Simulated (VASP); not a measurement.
Input of a VASP 6.6.1 run:

File INCAR:

```
SYSTEM = Ga4TeO
  ALGO = Fast
  EDIFF = 1E-7
  ENCUT = 520
  GGA = PE
  ISIF = 2
  ISMEAR = 0
  LASPH = .True.
  LCHARG = .False.
  LREAL = .False.
  LWAVE = .False.
  NBANDS = 41
  NELM = 80
  PREC = Accurate
  SIGMA = 0.1
```

Contents of KPOINTS:

```
k-points
0
Gamma
  8 8 6
  0 0 0
```

The input POSCAR:

```
Ga4TeO
1.0
    4.7602673836      0.0000000000      0.0000000000
    0.0000000000      4.7602673836      0.0000000000
    0.0000000000      0.0000000000      6.6265387822
Ga Te O
4 1 1
Direct
    0.0000000000      0.0000000000      0.6905843049
    0.0000000000      0.0000000000      0.3094156951
    0.5000000000      0.0000000000      0.0000000000
    0.0000000000      0.5000000000      0.0000000000
    0.5000000000      0.5000000000      0.5000000000
    0.0000000000      0.0000000000      0.0000000000
```

Potentials or basis: VASP PAW PBE potentials, release 64 (Ga_d, Te, O).

Command:

```sh
$ cat potpaw_PBE.64/Ga_d/POTCAR potpaw_PBE.64/Te/POTCAR potpaw_PBE.64/O/POTCAR > POTCAR
$ mpirun -np 1 vasp_std > vasp.out
```

(1) Estimate the largest force.

(2) Estimate the pressure.

(3) What does it give for the band gap on the k mesh?

Answers

(1) 0.047 eV/Å.

(2) 0.1 GPa.

(3) zero (bands 32 and 33 overlap by 1.57 eV).

Caveat: spin-orbit coupling is left out, which moves the levels of the heavy elements.
